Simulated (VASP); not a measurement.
# GaSnP (P6mm) in VASP: further runs

Runs on GaSnP. Level: PBE. Tasks: relaxation of cell and atoms, single point.

All numbers are computed with VASP 6.6.1; they aren't measurements. Logs are shortened: lines on timing, memory, paths and dates and some standing lists are left out, and cuts for length are marked.

## 1. The cell of the first run

Symmetry: P6mm, No. 183, hexagonal system. Conventional cell: a = 3.018 Å, b = 3.018 Å, c = 8.023 Å, α = 90.00°, β = 90.00°, γ = 120.00°. Ga (site symmetry 6mm) has 1 P at 2.45 Å and 1 Sn at 2.91 Å and 6 Ga at 3.02 Å within 3.2 Å. Sn (site symmetry 6mm) has 1 P at 2.67 Å and 1 Ga at 2.91 Å and 6 Sn at 3.02 Å within 3.5 Å. Within 3.2 Å of P (site symmetry 6mm) lie 1 Ga at 2.45 Å and 1 Sn at 2.67 Å and 6 P at 3.02 Å.

## 2. Relaxation of cell and atoms, PBE

The input, INCAR:

```
SYSTEM = GaSnP
ALGO     = Normal         ! electronic algorithm
EDIFF    = 1E-6           ! SCF threshold, eV
EDIFFG   = -0.01          ! ionic threshold
ENCUT    = 600            ! plane-wave cutoff, eV
GGA      = PE             ! functional
IBRION   = 2              ! ionic algorithm
ISIF     = 3              ! what is computed and relaxed
ISMEAR   = 0              ! smearing method
LASPH    = .True.         ! aspherical terms in the spheres
LCHARG   = .False.        ! write CHGCAR
LREAL    = .False.        ! projectors in reciprocal space
LWAVE    = .False.        ! write WAVECAR
NELM     = 100            ! most SCF steps
NSW      = 100            ! ionic steps
PREC     = Accurate       ! precision mode
SIGMA    = 0.1            ! smearing width, eV
```

The input, KPOINTS:

```
k-points
0
Gamma
  18 18 6
  0 0 0
```

The input, POSCAR:

```
GaSnP
1.0
    3.0184981602      0.0000000000      0.0000000000
   -1.5092490801      2.6140960880      0.0000000000
    0.0000000000      0.0000000000      8.0230706378
Ga Sn P
1 1 1
Direct
    0.0000000000      0.0000000000      0.1434642730
    0.0000000000      0.0000000000      0.5058985790
    0.0000000000      0.0000000000      0.8383326180
```

Potentials or basis: VASP PAW PBE potentials, release 64 (Ga_d, Sn_d, P).

On the command line:

```bash
$ cat potpaw_PBE.64/Ga_d/POTCAR potpaw_PBE.64/Sn_d/POTCAR potpaw_PBE.64/P/POTCAR > POTCAR
$ mpirun -np 1 vasp_std > vasp.out
```

OUTCAR:

```text
SYSTEM = GaSnP
   EDIFF = 1E-6
   EDIFFG = -0.01
   ENCUT = 600
   GGA = PE
   IBRION = 2
   ISIF = 3
   ISMEAR = 0
   LASPH = .True.
   LREAL = .False.
   NELM = 100
   NSW = 100
   PREC = Accurate

 ion  position               nearest neighbor table
   1  0.000  0.000  0.143-   3 2.45   2 2.91
   2  0.000  0.000  0.506-   3 2.67   1 2.91
   3  0.000  0.000  0.838-   1 2.45   2 2.67

  LATTYP: Found a hexagonal cell.
 ALAT       =     3.0184981602
 C/A-ratio  =     2.6579677084

  Lattice vectors:

 A1 = (   3.0184981602,   0.0000000000,   0.0000000000)
 A2 = (  -1.5092490801,   2.6140960880,   0.0000000000)
 A3 = (   0.0000000000,   0.0000000000,   8.0230706378)

Analysis of symmetry for initial positions (statically):
=====================================================================
 Subroutine PRICEL returns:
 Original cell was already a primitive cell.

 Routine SETGRP: Setting up the symmetry group for a
 hexagonal supercell.

 Subroutine GETGRP returns: Found 12 space group operations
 (whereof 12 operations were pure point group operations)
 out of a pool of 24 trial point group operations.

The static configuration has the point symmetry C_6v.

Analysis of symmetry for dynamics (positions and initial velocities):
=====================================================================
 Subroutine PRICEL returns:
 Original cell was already a primitive cell.

 Routine SETGRP: Setting up the symmetry group for a
 hexagonal supercell.

 Subroutine GETGRP returns: Found 12 space group operations
 (whereof 12 operations were pure point group operations)
 out of a pool of 24 trial point group operations.

The dynamic configuration has the point symmetry C_6v.

 Subroutine INISYM returns: Found 12 space group operations
 (whereof 12 operations are pure point group operations),
 and found     1 'primitive' translations

----------------------------------------------------------------------------------------

                                     Primitive cell

  volume of cell :      63.3072

  direct lattice vectors                    reciprocal lattice vectors
     3.018498160  0.000000000  0.000000000     0.331290578  0.191270704  0.000000000
    -1.509249080  2.614096088  0.000000000     0.000000000  0.382541409  0.000000000
     0.000000000  0.000000000  8.023070638     0.000000000  0.000000000  0.124640558

  length of vectors
     3.018498160  3.018498160  8.023070638     0.382541409  0.382541409  0.124640558

  position of ions in fractional coordinates (direct lattice)
     0.000000000  0.000000000  0.143464273
     0.000000000  0.000000000  0.505898579
     0.000000000  0.000000000  0.838332618

  ion indices of the primitive-cell ions
   primitive index   ion index
                 1           1
                 2           2
                 3           3

----------------------------------------------------------------------------------------

 KPOINTS: k-points

Automatic generation of k-mesh.
 Grid dimensions read from file:
 generate k-points for:   18   18    6

 Generating k-lattice:

  Cartesian coordinates                     Fractional coordinates (reciprocal lattice)
     0.018405032  0.010626150  0.000000000     0.055555556 -0.000000000  0.000000000
     0.000000000  0.021252300  0.000000000     0.000000000  0.055555556  0.000000000
     0.000000000  0.000000000  0.020773426     0.000000000  0.000000000  0.166666667

  Length of vectors
     0.021252300  0.021252300  0.020773426

  Shift w.r.t. Gamma in fractional coordinates (k-lattice)
     0.000000000  0.000000000  0.000000000

 Subroutine IBZKPT returns following result:
 ===========================================

 Found    148 irreducible k-points:

 Following reciprocal coordinates:
            Coordinates               Weight
  0.000000  0.000000  0.000000      1.000000
  0.055556 -0.000000  0.000000      6.000000
  0.111111 -0.000000  0.000000      6.000000
  0.166667 -0.000000  0.000000      6.000000
  0.222222  0.000000  0.000000      6.000000
  0.277778 -0.000000  0.000000      6.000000
[... 16 lines left out ...]
  0.333333  0.111111  0.000000     12.000000
  0.388889  0.111111  0.000000     12.000000
 [... further k-points ...]
   k-points           NKPTS =    148   k-points in BZ     NKDIM =    148   number of bands    NBANDS=     20
   number of dos      NEDOS =    301   number of ions     NIONS =      3
   total plane-waves  NPLWV =  36864
   dimension x,y,z NGX =    24 NGY =   24 NGZ =   64
   dimension x,y,z NGXF=    48 NGYF=   48 NGZF=  128
   ions per type =               1   1   1
   NGX,Y,Z   is equivalent  to a cutoff of  13.22, 13.22, 13.26 a.u.
   NGXF,Y,Z  is equivalent  to a cutoff of  26.44, 26.44, 26.52 a.u.
 SYSTEM =  GaSnP
   PREC   = accura    normal or accurate (medium, high low for compatibility)
   ISTART =      0    job   : 0-new  1-cont  2-samecut
   ICHARG =      2    charge: 1-file 2-atom 10-const
   ISPIN  =      1    spin polarized calculation?
   LNONCOLLINEAR =      F non collinear calculations
   LSORBIT =      F    spin-orbit coupling
   LASPH  =      T    aspherical Exc in radial PAW
   ENCUT  =  600.0 eV  44.10 Ry    6.64 a.u.   6.03  6.03 16.02*2*pi/ulx,y,z
   NELM   =    100;   NELMIN=  2; NELMDL= -5     # of ELM steps
   EDIFF  = 0.1E-05   stopping-criterion for ELM
   LREAL  =      F    real-space projection
   EDIFFG = -.1E-01   stopping-criterion for IOM
   NSW    =    100    number of steps for IOM
   IBRION =      2    ionic relax: 0-MD 1-quasi-New 2-CG
   NFREE  =      1    steps in history (QN), initial steepest desc. (CG)
   ISIF   =      3    stress and relaxation
   ISYM   =      2    0-nonsym 1-usesym 2-fastsym
   POTIM  = 0.5000    time-step for ionic-motion
   TEBEG  =    0.0;   TEEND  =   0.0 temperature during run
   PSTRESS=    0.0 pullay stress
   NELECT =      32.0000    total number of electrons
   NUPDOWN=      -1.0000    fix difference up-down
   EMIN   =  10.00;   EMAX   =-10.00  energy-range for DOS
   EFERMI =   0.00;   METHOD = LEGACY
   ISMEAR =     0;   SIGMA  =   0.10  broadening in eV -4-tet -1-fermi 0-gaus
   EFERMI_NEDOS =   21; number of points for ismear=-14 and -15
   IALGO  =     38    algorithm
   IMIX   =      4    mixing-type and parameters
     AMIX     =   0.40;   BMIX     =  1.00
     AMIX_MAG =   1.60;   BMIX_MAG =  1.00
  volume/ion in A,a.u.               =      21.10       142.41
  Fermi-wavevector in a.u.,A,eV,Ry     =   1.304089  2.464370 23.138712  1.700647
  Thomas-Fermi vector in A             =   2.435048
   LORBIT       =      0    0 simple, 1 ext, 2 COOP (PROOUT), +10 PAW based schemes
   GGA     = PE    functional components
   LHFCALC =     F    Hartree Fock is set to
   AEXX    =    0.0000 exact exchange contribution
   IVDW    =     0    specifies the selected vdW correction
   LEPSILON=     F    determine dielectric tensor
   LRPA    =     F    only Hartree local field effects (RPA)
 conjugate gradient relaxation of ions
 non-spin polarized calculation
 Gauss-broadening in eV      SIGMA  =   0.10
  energy-cutoff  :      600.00
  volume of cell :       63.31
 maximum number of plane-waves:      2142
   NGX = 13   NGY = 13   NGZ = 33

--------------------------------------- Ionic step        1  -------------------------------------------

 number of electron      31.9999996 magnetization

 Free energy of the ion-electron system (eV)
  ---------------------------------------------------
  ext. energy  EPLUGINS =         0.00000000
  ---------------------------------------------------
  free energy    TOTEN  =       -11.13929962 eV

  energy without entropy =      -11.13047190  energy(sigma->0) =      -11.13488576

------------------------ aborting loop because EDIFF is reached ----------------------------------------

  FORCE on cell =-STRESS in cart. coord.  units (eV):
  Direction    XX          YY          ZZ          XY          YZ          ZX
  --------------------------------------------------------------------------------------
  -------------------------------------------------------------------------------------
  Total       -0.1714515     -0.1714515      1.4879724      0.0000000      0.0000000      0.0000000
  in kB       -4.3390926     -4.3390926     37.6575788      0.0000000      0.0000000      0.0000000
  external PRESSURE =       9.6597979 kB  Pullay stress =       0.0000000 kB
[... 281 lines left out ...]
  energy  without entropy=      -11.1538014409  energy(sigma->0) =      -11.15659835

--------------------------------------- Ionic step        9  -------------------------------------------

 number of electron      31.9999998 magnetization

 Free energy of the ion-electron system (eV)
  ---------------------------------------------------
  ext. energy  EPLUGINS =         0.00000000
  ---------------------------------------------------
  free energy    TOTEN  =       -11.15941637 eV

  energy without entropy =      -11.15389547  energy(sigma->0) =      -11.15665592

 E-fermi :   6.9409     XC(G=0): -10.5294

 val. band max:        6.9400670723   @ k =   0.2222   0.2222   0.1667
 cond. band min:       6.9594300420   @ k =   0.3889   0.0556   0.3333
 fundamental gap:      0.0193629697
 Fermi energy:         6.9409492997

 k-point     1 :       0.0000    0.0000    0.0000
  band No.  band energies     occupation
      1     -14.9039      2.00000
      2     -14.8717      2.00000
      3     -14.8717      2.00000
      4     -14.5954      2.00000
      5     -14.5954      2.00000
      6      -8.0415      2.00000
[... 12 lines left out ...]
     19      15.9907      0.00000
[... 513 lines left out ...]
      4     -14.6109      2.00000
      5     -14.5288      2.00000
      6      -8.0252      2.00000
[... 12 lines left out ...]
     19       8.8252      0.00000
     20      10.4157      0.00000

 [... further k-points ...]

------------------------ aborting loop because EDIFF is reached ----------------------------------------

  FORCE on cell =-STRESS in cart. coord.  units (eV):
  Direction    XX          YY          ZZ          XY          YZ          ZX
  --------------------------------------------------------------------------------------
  -------------------------------------------------------------------------------------
  Total       -0.0092997     -0.0092997     -0.0134697      0.0000000      0.0000000      0.0000000
  in kB       -0.2323845     -0.2323845     -0.3365869      0.0000000      0.0000000      0.0000000
  external PRESSURE =      -0.2671186 kB  Pullay stress =       0.0000000 kB
[... 18 lines left out ...]
  FREE ENERGIE OF THE ION-ELECTRON SYSTEM (eV)
  ---------------------------------------------------
  free  energy   TOTEN  =       -11.1594163738 eV

  energy  without entropy=      -11.1538954651  energy(sigma->0) =      -11.15665592

 reached required accuracy - stopping structural energy minimisation
```

Run time: 6.4 min. Hardware: 1 thread of Intel Xeon 6975P-C (Granite Rapids), shared host; peak memory 0.4 GiB.

What came out:

```yaml
Free_energy: -11.1594 eV
Relaxed_volume: 21.37 Å³/atom
Relaxed_cell: a = 3.009 Å, b = 3.009 Å, c = 8.175 Å, α = 90.00°, β = 90.00°, γ = 120.00°
Space_group_after_relaxing_to_0.05_Å: P6mm (No. 183)
Energy_gained_by_relaxing: 6.7 meV/atom
Ionic_steps: 9
Pressure_after_relaxing: 0.0 GPa
Largest_force_after_relaxing: 0.004 eV/Å
Band_gap_on_the_k_mesh: zero (band 16 reaches 10.78 eV, above the bottom of band 17 at 4.81 eV)
```

Forces on the atoms (eV/Å):
```
Ga   0.000  0.000 -0.002
Sn   0.000  0.000 -0.001
P    0.000  0.000  0.004
```

The path:
| step | energy change (eV) | largest force (eV/Å) | pressure (GPa) | volume (Å³) |
| --- | --- | --- | --- | --- |
| 1 | 0.0000 | 0.2512 | 0.97 | 63.31 |
| 2 | -0.0191 | 0.0336 | -0.29 | 64.47 |
| 3 | -0.0195 | 0.0655 | -0.14 | 64.32 |
| 4 | -0.0195 | 0.0599 | -0.20 | 64.34 |
| 5 | -0.0198 | 0.0379 | -0.02 | 64.15 |
| 6 | -0.0199 | 0.0226 | 0.08 | 64.03 |
| 7 | -0.0201 | 0.0150 | 0.04 | 64.05 |
| 8 | -0.0201 | 0.0159 | 0.05 | 64.05 |
| 9 | -0.0201 | 0.0036 | -0.03 | 64.12 |

Final structure:
```yaml
crystal:
  lattice:
    - [3.00936, 0.00000, 0.00000]
    - [-1.50468, 2.60619, 0.00000]
    - [0.00000, 0.00000, 8.17505]
  atoms:
    - { symbol: Ga, position: [0.00000, 0.00000, 0.14594] }
    - { symbol: Sn, position: [0.00000, 0.00000, 0.50377] }
    - { symbol: P, position: [0.00000, 0.00000, 0.83799] }
```

Caveat: spin-orbit coupling is left out, which moves the levels of the heavy elements.

[end of part 1 of 3]
